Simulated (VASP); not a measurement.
Here is a VASP 6.6.1 calculation.

The input INCAR:

```
ALGO     = Normal         # electronic algorithm
EDIFF    = 1E-6           # SCF threshold, eV
ENCUT    = 600            # plane-wave cutoff, eV
GGA      = PE             # functional
GGA_COMPAT= False        
ISIF     = 2              # what is computed and relaxed
ISMEAR   = 0              # smearing method
ISYM     = 0            
IVDW     = 13             # dispersion correction
LASPH    = True           # aspherical terms in the spheres
LCHARG   = False          # write CHGCAR
LREAL    = False          # projectors in reciprocal space
LWAVE    = False          # write WAVECAR
NBANDS   = 13             # bands
NELM     = 120            # most SCF steps
PREC     = Accurate       # precision mode
SIGMA    = 0.1            # smearing width, eV
```

KPOINTS

```
k-points
0
Gamma
  3 2 4
```

File POSCAR:

```
O
1.0
    1.4233490221      0.8217709410      3.4083000000
   -1.4233490221      0.8217709410      3.4083000000
    0.0000000000     -1.6435418821      3.4083000000
O
2
Direct
    0.0680506108      0.0448174044      0.0648293740
    0.9319493892      0.9551825956      0.9351706260
```

Potentials or basis: VASP PAW PBE potentials, release 64 (O).

The run is started by

```bash
$ cat potpaw_PBE.64/O/POTCAR > POTCAR
$ mpirun -np 1 vasp_std > vasp.out
```

(1) What does it give for the pressure?

(2) Predict the dispersion energy per atom.

(3) Estimate the band gap on the k mesh.

Results:

(1) 0.5 GPa.

(2) -0.076 eV.

(3) zero (band 6 reaches 0.69 eV, above the bottom of band 7 at -0.23 eV).

Caveat: the k points lie up to 1.31 Å⁻¹ apart; the standard files for N, O and F lose accuracy on very short bonds; spin is off for a triplet molecule; pairwise dispersion overbinds metals, which lowers pressure and volume; forces of over 1 eV/Å act on the atoms, so gaps and moduli don't describe the material at rest.
